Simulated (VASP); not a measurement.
Write the native input for VASP 6.6.1 that does the following.

* Task: single point
* Functional: r2SCAN
* Potentials or basis: VASP PAW PBE potentials, release 64 (Mn_sv, O)
* Cutoff: 660 eV
* k mesh: 10 × 10 × 10
* Occupations: fermi-dirac, width 0.05 eV
* Spin: collinear spin, ferromagnetic start
* Starting moments: [4.0, 0.0] μB
* Dipole correction: no
* Second run: valence_matched
* Further INCAR settings: ALGO = Normal; EDIFF = 1e-06; NBANDS = 22

MnO:

```xyz
2
Lattice="0.0000 2.1785 2.1785 2.1785 0.0000 2.1785 2.1785 2.1785 0.0000" Properties=species:S:1:pos:R:3 pbc="T T T"
Mn    0.0000    0.0000    0.0000
O     2.1785    2.1785    2.1785
```

These files were run (other wordings do the same):

POSCAR

```
MnO
1.0
    0.0000000000      2.1785090927      2.1785090927
    2.1785090927      0.0000000000      2.1785090927
    2.1785090927      2.1785090927      0.0000000000
Mn O
1 1
Direct
    0.0000000000      0.0000000000      0.0000000000
    0.5000000000      0.5000000000      0.5000000000
```

INCAR.step1

```
PREC     = Accurate       # precision mode
ENCUT    = 660            # plane-wave cutoff, eV
ISMEAR   = -1             # smearing method
SIGMA    = 0.05           # smearing width, eV
LREAL    = False          # projectors in reciprocal space
LASPH    = True           # aspherical terms in the spheres
NELM     = 200            # most SCF steps
ISPIN    = 2              # spin polarisation
MAGMOM   = 4 0            # initial moments
LMAXMIX  = 4              # l up to which the mixer works
NBANDS   = 22             # bands
GGA      = PE             # functional
ALGO     = Normal         # electronic algorithm
EDIFF    = 1E-5           # SCF threshold, eV
LWAVE    = True           # write WAVECAR
LCHARG   = False          # write CHGCAR
GGA_COMPAT= False
```

INCAR.step2

```
PREC     = Accurate       # precision mode
ENCUT    = 660            # plane-wave cutoff, eV
EDIFF    = 1E-6           # SCF threshold, eV
ISMEAR   = -1             # smearing method
SIGMA    = 0.05           # smearing width, eV
LREAL    = False          # projectors in reciprocal space
LASPH    = True           # aspherical terms in the spheres
NELM     = 200            # most SCF steps
ALGO     = Normal         # electronic algorithm
ISIF     = 2              # what is computed and relaxed
LWAVE    = False          # write WAVECAR
LCHARG   = True           # write CHGCAR
ISPIN    = 2              # spin polarisation
MAGMOM   = 4 0            # initial moments
LORBIT   = 11             # projections on sites
LMAXMIX  = 4              # l up to which the mixer works
METAGGA  = R2SCAN         # meta-GGA
LMIXTAU  = True         
LELF     = True           # ELF
LVHAR    = True         
NBANDS   = 22             # bands
ISTART   = 1            
GGA_COMPAT= False
```

KPOINTS

```
Automatic mesh
0
Gamma
  10 10 10
```

Potentials or basis: VASP PAW PBE potentials, release 64 (Mn_sv, O).

The run is started by

```sh
$ cat potpaw_PBE.64/Mn_sv/POTCAR potpaw_PBE.64/O/POTCAR > POTCAR
$ cp INCAR.step1 INCAR
$ mpirun -np 1 vasp_std > vasp.out
$ cp INCAR.step2 INCAR
$ mpirun -np 1 vasp_std > vasp.out
```

Results of the run:

```
Pressure                                              : 9.9 GPa
Band gap on the k mesh                                : zero (filled and empty bands overlap)
Net moment                                            : 4.97 μB per cell
Site moments                                          : Mn +4.36; O +0.24 μB
Valence electrons inside the program's atomic spheres : Mn 12.86; O 5.06
```

Caveat: the PAW data sets were made with another functional, which shifts forces and pressure a little; a cell with one magnetic atom can't hold antiferromagnetic order, which such compounds often take; semilocal functionals often make such compounds metallic where correlation or magnetic order opens a gap, which also shifts bond lengths.

It took 3.6 min on 1 thread of Intel(R) Xeon(R) Platinum 8375C CPU @ 2.90GHz (Ice Lake) (shared host), peak memory 0.21 GiB.
